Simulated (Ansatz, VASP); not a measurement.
**Two plane-wave programs on Al9H**

File INCAR:

```
SYSTEM = Al9H
  ALGO = Normal
  DIPOL = 0.5 0.5 0.300
  EDIFF = 1E-7
  ENCUT = 520
  GGA = PE
  IDIPOL = 3
  ISIF = 2
  ISMEAR = 0
  LASPH = .TRUE.
  LCHARG = .TRUE.
  LDIPOL = .TRUE.
  LELF = .TRUE.
  LREAL = Auto
  LVACPOTAV = .TRUE.
  LVHAR = .TRUE.
  LWAVE = .FALSE.
  NBANDS = 44
  NELM = 100
  PREC = Accurate
  SIGMA = 0.1
```

The input KPOINTS:

```
k-points
0
G
  5 3 1
  0 0 0
```

File POSCAR:

```
Al9H
1.0
    5.7070863109      0.0000000000      0.0000000000
   -1.4267715777      9.7014842373      0.0000000000
    0.0000000000      0.0000000000     22.7903703632
Al H
18 2
Direct
    0.2662216041      0.0648864163      0.1755127247
    0.7662216041      0.0648864163      0.1755127247
    0.3354806058      0.3419224231      0.2192029853
    0.8354806058      0.3419224231      0.2192029853
    0.1493324061      0.5973296244      0.2279410374
    0.6493324061      0.5973296244      0.2279410374
    0.4631842064      0.8527368258      0.2366790895
    0.9631842064      0.8527368258      0.2366790895
    0.0319772084      0.1277109167      0.2808262503
    0.5319772084      0.1277109167      0.2808262503
    0.0997917590      0.4042231279      0.3301071124
    0.5997917590      0.4042231279      0.3301071124
    0.4144000530      0.6596656505      0.3369822082
    0.9144000530      0.6596656505      0.3369822082
    0.2263076920      0.9110819249      0.3449259127
    0.7263076920      0.9110819249      0.3449259127
    0.2962427236      0.1814071990      0.3857054635
    0.7962427236      0.1814071990      0.3857054635
    0.4105999071      0.9110819249      0.4616147169
    0.5420154770      0.9110819249      0.4616147169
```

Input for Ansatz:

```yaml
crystal:
  lattice:
    - [5.7070863109, 0.0, 0.0]
    - [-1.4267715777, 9.7014842373, 0.0]
    - [0.0, 0.0, 22.7903703632]
  atoms:
    - { symbol: Al, position: [0.2662216041, 0.0648864163, 0.1755127247] }
    - { symbol: Al, position: [0.7662216041, 0.0648864163, 0.1755127247] }
    - { symbol: Al, position: [0.3354806058, 0.3419224231, 0.2192029853] }
    - { symbol: Al, position: [0.8354806058, 0.3419224231, 0.2192029853] }
    - { symbol: Al, position: [0.1493324061, 0.5973296244, 0.2279410374] }
    - { symbol: Al, position: [0.6493324061, 0.5973296244, 0.2279410374] }
    - { symbol: Al, position: [0.4631842064, 0.8527368258, 0.2366790895] }
    - { symbol: Al, position: [0.9631842064, 0.8527368258, 0.2366790895] }
    - { symbol: Al, position: [0.0319772084, 0.1277109167, 0.2808262503] }
    - { symbol: Al, position: [0.5319772084, 0.1277109167, 0.2808262503] }
    - { symbol: Al, position: [0.099791759, 0.4042231279, 0.3301071124] }
    - { symbol: Al, position: [0.599791759, 0.4042231279, 0.3301071124] }
    - { symbol: Al, position: [0.414400053, 0.6596656505, 0.3369822082] }
    - { symbol: Al, position: [0.914400053, 0.6596656505, 0.3369822082] }
    - { symbol: Al, position: [0.226307692, 0.9110819249, 0.3449259127] }
    - { symbol: Al, position: [0.726307692, 0.9110819249, 0.3449259127] }
    - { symbol: Al, position: [0.2962427236, 0.181407199, 0.3857054635] }
    - { symbol: Al, position: [0.7962427236, 0.181407199, 0.3857054635] }
    - { symbol: H, position: [0.4105999071, 0.9110819249, 0.4616147169] }
    - { symbol: H, position: [0.542015477, 0.9110819249, 0.4616147169] }
basis:
  ecutwfc: 420
kpoints:
  mp_grid: { grid: [5, 3, 1] }
hamiltonian:
  xc: pbe
  pseudopotentials: { kind: paw, azcp: { folder: soft_1 } }
scf:
  occupations: { method: gaussian, width: 0.1 }
output:
  forces: true
  eigenvalues: true
efield:
  axis: 3
  dipole_correction: true
  ramp_width: 0.04
```

Alike in both runs: task single point; functional PBE; k mesh 5 × 3 × 1; occupations gaussian, width 0.1 eV; no spin polarisation.

```csv
,VASP,Ansatz
version,VASP 6.6.1,Ansatz 0.2.0
potentials or method,"VASP PAW PBE potentials, release 64 (Al, H), cutoff 520 eV","scalar-relativistic, plane waves, PAW"
valence electrons in the cell,56,56
```

```tsv
	VASP	Ansatz	Ansatz less VASP
gap on the k mesh at the Fermi level (eV)	none	none	-
rms of the force components (eV/Å)	0.071	0.072	+0.0016
work function, face that differs most (eV)	4.17	4.17	-0.002
```

Atom by atom the forces differ by 0.005 eV/Å (rms over components). A gap of «none» marks a metal or a gap that the smearing closes. With one functional, cell and mesh, what is left measures potentials, basis and numerics.
